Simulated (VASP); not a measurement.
PbF2:

```xyz
3
Lattice="0.0000 2.9604 2.9604 2.9604 0.0000 2.9604 2.9604 2.9604 0.0000" Properties=species:S:1:pos:R:3 pbc="T T T"
Pb    0.0000    0.0000    0.0000
F     1.4802    1.4802    1.4802
F     4.4407    4.4407    4.4407
```

Base run:

* Program: VASP 6.6.1
* Functional: r2SCAN
* Potentials or basis: VASP PAW PBE potentials, release 64 (Pb_d, F)
* Cutoff: 520 eV
* k mesh: 8 × 8 × 8
* Occupations: gaussian, width 0.01 eV
* Spin: no spin polarisation

Its results: band gap on the k mesh 4.93 eV, indirect (least direct gap 5.08 eV); pressure -0.1 GPa.

Problem. The run is repeated on the same cell with these changes: functional from r2SCAN to PBE. What comes out?

Solution. Band gap on the k mesh 4.42 eV, indirect (least direct gap 4.56 eV); pressure 2.7 GPa.

r2SCAN gives the wider gap, since meta-GGAs in the generalised Kohn-Sham scheme recover part of the derivative discontinuity.

Caveats: spin-orbit coupling is left out, which moves the levels of the heavy elements; the PAW data sets were made with another functional, which shifts forces and pressure a little (some runs).

A k mesh can miss the band edges.
